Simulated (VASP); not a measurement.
A run of VASP 6.6.1:

Contents of INCAR:

```
SYSTEM = Rb
PREC = Accurate
ENCUT = 520
EDIFF = 1E-7
ISMEAR = -1
SIGMA = 0.05
LREAL = .False.
LASPH = .True.
NELM = 60
ALGO = Fast
ISIF = 2
LWAVE = .False.
LCHARG = .False.
GGA = PE
NBANDS = 16
```

Contents of KPOINTS:

```
Automatic mesh
0
Gamma
  8 8 8
  0 0 0
```

File POSCAR:

```
Rb
1.0
   -2.4256466692      2.4256466692      8.6551557577
    2.4256466692     -2.4256466692      8.6551557577
    2.4256466692      2.4256466692     -8.6551557577
Rb
2
Direct
    0.5000000000      0.5000000000      0.0000000000
    0.2500000000      0.7500000000      0.5000000000
```

Potentials or basis: VASP PAW PBE potentials, release 64 (Rb_sv).

Run with:

```bash
$ cat potpaw_PBE.64/Rb_sv/POTCAR > POTCAR
$ mpirun -np 1 vasp_std > vasp.out
```

Hardware: 1 thread of Intel Xeon 8259CL, with other jobs on the host.

Q: How long does it take, and how much memory?

A: Run time: 25 min on 1 thread of Intel Xeon 8259CL, on a shared host, peak memory 0.69 GiB. Counts: scf iterations 15, k points 59.
